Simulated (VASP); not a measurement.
Set up this calculation in VASP 6.6.1, as the native input.

```yaml
Task: single point
Functional: PBE
Potentials_or_basis: VASP PAW PBE potentials, release 64 (Mg, H)
Cutoff: 520 eV
k_mesh: 8 × 8 × 4
Occupations: gaussian, width 0.02 eV
Spin: no spin polarisation
Dipole_correction: no
Further_INCAR_settings: ALGO = Normal; EDIFF = 1e-07; NBANDS = 13
```

The structure of MgH2 lies in POSCAR:

```
MgH2
1.0
    3.2632656615      0.0000000000      0.0000000000
    0.0000000000      3.2558794347      0.0000000000
    0.0000000000      0.0000000000      6.4405523521
Mg H
2 4
Direct
    0.0000000000      0.4857933017      0.4993775435
    0.0000000000      0.5142066983      0.9993775435
    0.0000000000      0.9874858620      0.6418942879
    0.0000000000      0.0125141380      0.1418942879
    0.5000000000      0.4976127590      0.8587865904
    0.5000000000      0.5023872410      0.3587865904
```

The input as run:

INCAR

```
ALGO     = Normal         # electronic algorithm
EDIFF    = 1E-7           # SCF threshold, eV
ENCUT    = 520            # plane-wave cutoff, eV
GGA      = PE             # functional
ISIF     = 2              # what is computed and relaxed
ISMEAR   = 0              # smearing method
LASPH    = T              # aspherical terms in the spheres
LCHARG   = T              # write CHGCAR
LELF     = T              # ELF
LREAL    = F              # projectors in reciprocal space
LVHAR    = T            
LWAVE    = F              # write WAVECAR
NBANDS   = 13             # bands
NELM     = 100            # most SCF steps
PREC     = Accurate       # precision mode
SIGMA    = 0.02           # smearing width, eV
```

KPOINTS

```
k-points
0
Gamma
  8 8 4
```

Potentials or basis: VASP PAW PBE potentials, release 64 (Mg, H).

Run with:

```sh
$ cat potpaw_PBE.64/Mg/POTCAR potpaw_PBE.64/H/POTCAR > POTCAR
$ mpirun -np 1 vasp_std > vasp.out
```

It gave:

The pressure is -0.2 GPa, the largest force is 0.007 eV/Å and the band gap on the k mesh is 1.90 eV.

Wall time 20 s on 1 thread of AMD EPYC 9R45 96-Core Processor (Zen 5), on a shared host, peak memory 0.18 GiB.
